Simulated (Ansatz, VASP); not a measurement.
One calculation of MnHg, two programs

Contents of INCAR:

```
SYSTEM = MnHg
ALGO     = Normal         ! electronic algorithm
EDIFF    = 1E-6           ! SCF threshold, eV
ENCUT    = 500            ! plane-wave cutoff, eV
GGA      = PE             ! functional
GGA_COMPAT= .FALSE.      
ISIF     = 2              ! what is computed and relaxed
ISMEAR   = 0              ! smearing method
ISPIN    = 2              ! spin polarisation
IVDW     = 12             ! dispersion correction
LASPH    = .TRUE.         ! aspherical terms in the spheres
LCHARG   = .FALSE.        ! write CHGCAR
LMAXMIX  = 4              ! l up to which the mixer works
LORBIT   = 11             ! projections on sites
LREAL    = .FALSE.        ! projectors in reciprocal space
LWAVE    = .FALSE.        ! write WAVECAR
MAGMOM   = 4.13 0         ! initial moments
NBANDS   = 24             ! bands
NELM     = 200            ! most SCF steps
PREC     = Accurate       ! precision mode
SIGMA    = 0.1            ! smearing width, eV
```

KPOINTS

```
k-points
0
G
  4 4 4
  0 0 0
```

Contents of POSCAR:

```
MnHg
1.0
    3.3150000000      0.0000000000      0.0000000000
    0.0000000000      3.3150000000      0.0000000000
    0.0000000000      0.0000000000      3.3150000000
Mn Hg
1 1
Direct
    0.5000000000      0.5000000000      0.5000000000
    0.0000000000      0.0000000000      0.0000000000
```

Input for Ansatz:

```yaml
crystal:
  lattice:
    - [3.315, 0.0, 0.0]
    - [0.0, 3.315, 0.0]
    - [0.0, 0.0, 3.315]
  atoms:
    - { symbol: Mn, position: [0.5, 0.5, 0.5], spin: 4.13 }
    - { symbol: Hg, position: [0.0, 0.0, 0.0] }
basis:
  ecutwfc: 420
kpoints:
  mp_grid: { grid: [4, 4, 4] }
hamiltonian:
  xc: pbe
  dispersion: d3bj
scf:
  occupations: { method: gaussian, width: 0.1 }
  lower_state_search: "off"
  convergence: { dr2_threshold: "1e-9 eV" }
output:
  forces: true
  stress: true
  eigenvalues: true
  populations: true
magnetization:
  spin_polarized: true
```

Alike in both runs: task single point; functional PBE; dispersion D3(BJ); k mesh 4 × 4 × 4; occupations gaussian, width 0.1 eV; collinear spin.

|  | VASP | Ansatz |
| --- | --- | --- |
| version | VASP 6.6.1 | Ansatz 0.2.0 |
| potentials or method | VASP PAW PBE potentials, release 64 (Mn_pv, Hg), cutoff 500 eV | scalar-relativistic, plane waves, PAW |
| valence electrons in the cell | 25 | 35 |

|  | VASP | Ansatz | Ansatz less VASP |
| --- | --- | --- | --- |
| gap on the k mesh at the Fermi level (eV) | none | none | - |
| pressure (GPa) | -4.1 | -4.5 | -0.40 |
| net moment per atom (μB) | 1.86 | 1.86 | 0.000 |
| size of the moment on the site where the two differ most (μB) | 3.70 | 3.75 | +0.052 |

Site moments also hang on the region over which each program counts them. A gap of «none» marks a metal or a gap that the smearing closes. VASP's potentials hold 25 valence electrons a cell and Ansatz's 35, so a difference there can come from the potentials and not from the codes. Ansatz's warnings: stress scf threshold loose.

The k mesh is coarse, so the values compare programs but aren't converged. Neither program's run includes spin-orbit coupling.
